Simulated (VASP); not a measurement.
SiC, 2 atoms in the cell. The structure is cubic, space group F-43m (No. 216). The conventional cell has a = 4.356 Å, b = 4.356 Å, c = 4.356 Å, α = 90.00°, β = 90.00°, γ = 90.00°. Within 2.5 Å of Si (site symmetry -43m) lie 4 C at 1.89 Å. Within 2.5 Å of C (site symmetry -43m) lie 4 Si at 1.89 Å. 

| Quantity | Value |
| --- | --- |
| Program | VASP 6.6.1 |
| Task | G0W0 quasiparticle levels |
| Functional | PBE |
| Potentials or basis | VASP PAW PBE potentials, release 64 (Si_GW, C_GW) |
| Cutoff | 500 eV |
| k mesh | 10 × 10 × 10 |
| Occupations | gaussian, width 0.01 eV |
| Spin | no spin polarisation |
| Dipole correction | no |
| GW scheme | G0W0 |
| GW iterations | 1 |
| Cutoff of the response function | 80 |
| Frequency points | 48 |
| Empty bands | 33 |
| Further INCAR settings | ALGO = EVGW0; EDIFF = 1e-08; NBANDS = 37 |

Potentials or basis: VASP PAW PBE potentials, release 64 (Si_GW, C_GW).

Launch:

```console
$ cat potpaw_PBE.64/Si_GW/POTCAR potpaw_PBE.64/C_GW/POTCAR > POTCAR
$ cp INCAR.step1 INCAR
$ mpirun -np 1 vasp_std > vasp.out
$ cp INCAR.step2 INCAR
$ mpirun -np 1 vasp_std > vasp.out
$ cp INCAR.step3 INCAR
$ mpirun -np 1 vasp_std > vasp.out
```

Hardware: 1 thread of Intel(R) Xeon(R) 6975P-C (Granite Rapids) (shared host).

Problem. Estimate the wall time of this run.

Solution. It took 11 min on 1 thread of Intel(R) Xeon(R) 6975P-C (Granite Rapids) (shared host), peak memory 0.92 GiB. Counts: k points 47.
